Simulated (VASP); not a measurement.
Zr2BiN2:

```
Zr Bi N
1.0
     4.50776    0.00000    0.00000
     0.00000    4.50776    0.00000
     0.00000    0.00000    4.43833
Zr Bi N
2 1 2
Direct
  0.50000 0.00000 0.00000
  0.00000 0.50000 0.00000
  0.50000 0.50000 0.00000
  0.50000 0.00000 0.50000
  0.00000 0.50000 0.50000
```

The cell was generated, and may not be a known phase.

* Program: VASP 6.6.1
* Task: relaxation of cell and atoms
* Functional: PBE
* Potentials or basis: VASP PAW PBE potentials, release 64 (Zr_sv, Bi_d, N)
* Cutoff: 600 eV
* k mesh: 4 × 4 × 4
* Occupations: gaussian, width 0.1 eV
* Spin: no spin polarisation

At the start: pressure 61.0 GPa; volume 18.04 Å³/atom.

Task: How do energy, volume and symmetry change on relaxing?

Result: Over 4 steps the energy falls by 2702.5 meV/atom and the volume is 27.82 Å³/atom (+54.2 %); space group P4/mmm (No. 123, to 0.1 Å) before and after.

Step by step:
| step | energy change (eV) | largest force (eV/Å) | pressure (GPa) | volume (Å³) |
| --- | --- | --- | --- | --- |
| 1 | 0.0000 | 0.0000 | 60.97 | 90.19 |
| 2 | -8.9530 | 0.0000 | 1.47 | 185.81 |
| 3 | -13.5098 | 0.0000 | 0.25 | 137.95 |
| 4 | -13.5127 | 0.0000 | 0.03 | 139.08 |

Final structure:
```xyz
5
Lattice="5.8850 0.0000 0.0000 0.0000 5.8850 0.0000 0.0000 0.0000 4.0157" Properties=species:S:1:pos:R:3 pbc="T T T"
Zr    2.9425    0.0000    0.0000
Zr    0.0000    2.9425    0.0000
Bi    2.9425    2.9425    0.0000
N     2.9425    0.0000    2.0078
N     0.0000    2.9425    2.0078
```

Caveat: the volume moved by over 15 % at a fixed basis, so the end points are rough.
